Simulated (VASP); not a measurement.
SbO4: relaxation of cell and atoms with PBE

The system is SbO4.

```
Sb O
1.0
     4.05050    0.00000    0.00000
    -2.02525    3.50784    0.00000
     0.00000    0.00000    5.64729
Sb O
1 4
Direct
  0.00000 0.00000 0.50000
  0.00000 0.00000 0.20276
  0.00000 0.00000 0.79724
  0.33333 0.66667 0.00000
  0.66667 0.33333 0.00000
```

The cell was built from a structure type or drawn by symmetry, and may not be a known phase.

```
Program                : VASP 6.6.1
Task                   : relaxation of cell and atoms
Functional             : PBE
Potentials or basis    : VASP PAW PBE potentials, release 64 (Sb, O)
Cutoff                 : 600 eV
k mesh                 : 6 × 6 × 4
Occupations            : gaussian, width 0.1 eV
Spin                   : no spin polarisation
Dipole correction      : no
Further INCAR settings : ALGO = Normal; EDIFF = 1e-06; IBRION = 2; EDIFFG = -0.04; NSW = 90; ISIF = 3
```

| Property | Result |
| --- | --- |
| Relaxed volume | 13.53 Å³/atom |
| Relaxed cell | a = 3.215 Å, b = 3.215 Å, c = 7.557 Å, α = 90.00°, β = 90.00°, γ = 120.00° |
| Space group after relaxing (to 0.1 Å) | P6/mmm (No. 191) |
| Energy gained by relaxing | 662.5 meV/atom |
| Ionic steps | 24 |
| Pressure after relaxing | -0.4 GPa |
| Largest force after relaxing | 0.015 eV/Å |
| Band gap on the k mesh | zero (an odd number of electrons rules out a gap without spin polarisation) |

Forces in eV/Å, atoms in the order of the input:
```
Sb   0.000  0.000  0.000
O    0.000  0.000  0.015
O    0.000  0.000 -0.015
O    0.000  0.000  0.000
O    0.000  0.000  0.000
```

The path:
```
step  energy change (eV)  largest force (eV/Å)  pressure (GPa)  volume (Å³)
   1              0.0000                7.4733           17.58        80.24
   2              1.7492                0.9510          -16.32       100.00
   3              0.7018                2.0340          -15.59        95.11
   4             -0.2113                2.4426          -14.15        91.17
   5             -1.2015                1.5502           -7.82        85.76
   6             -1.2389                0.2900           -0.67        83.01
   7             -1.2859                0.6628           -4.38        84.28
   8             -1.2867                0.5592           -3.98        84.14
   9             -1.5482                0.6139           -4.42        80.27
  10             -2.3049                0.9892           -2.71        69.50
  11             -0.7587                2.8249           41.71        49.02
  12             -2.5193                1.1090            0.66        65.07
  13             -2.5525                1.3556            5.56        61.00
  14             -2.7280                1.3102            5.48        60.77
  15             -2.9844                1.4673            6.39        59.94
  16             -3.2322                0.8699            6.44        64.13
  17             -3.2340                0.6623            6.25        63.82
  18             -3.2305                0.9198           -6.22        71.46
  19             -3.3078                0.1484           -0.48        67.52
  20             -3.3078                0.1316           -0.34        67.44
  21             -3.3099                0.0642           -0.23        67.50
  22             -3.3118                0.0875            0.00        67.61
  23             -3.3124                0.0555           -0.50        67.65
  24             -3.3125                0.0149           -0.35        67.64
```

Final structure:
```
Sb O
1.0
     3.21480    0.00000    0.00000
    -1.60740    2.78410    0.00000
     0.00000    0.00000    7.55729
Sb O
1 4
Direct
  0.00000 0.00000 0.50000
  0.00000 0.00000 0.25426
  0.00000 0.00000 0.74574
  0.33333 0.66667 0.00000
  0.66667 0.33333 0.00000
```

Levels at points of the mesh, in eV from the Fermi level:
```
           k point  band 13  band 14  band 15  band 16  band 17  band 18
(0.00, 0.00, 0.00)    -0.53    -0.48     0.39     0.62     0.62     5.17
(0.50, 0.00, 0.00)    -0.98    -0.86    -0.37     0.81     1.10     2.19
(0.00, 0.00, 0.50)    -0.71     0.17     0.40     0.69     0.69     4.90
(0.50, 0.00, 0.50)    -1.19    -0.78     0.18     0.79     1.09     2.19
```

Run time: 5.1 min on 1 thread of Intel(R) Xeon(R) 6975P-C (Granite Rapids) (shared host), peak memory 0.24 GiB.

Caveat: the volume moved by over 15 % at a fixed basis, so the end points are rough; spin-orbit coupling is left out, which moves the levels of the heavy elements; an odd number of electrons without spin polarisation forces a metal; a magnetic or distorted state may lie lower.
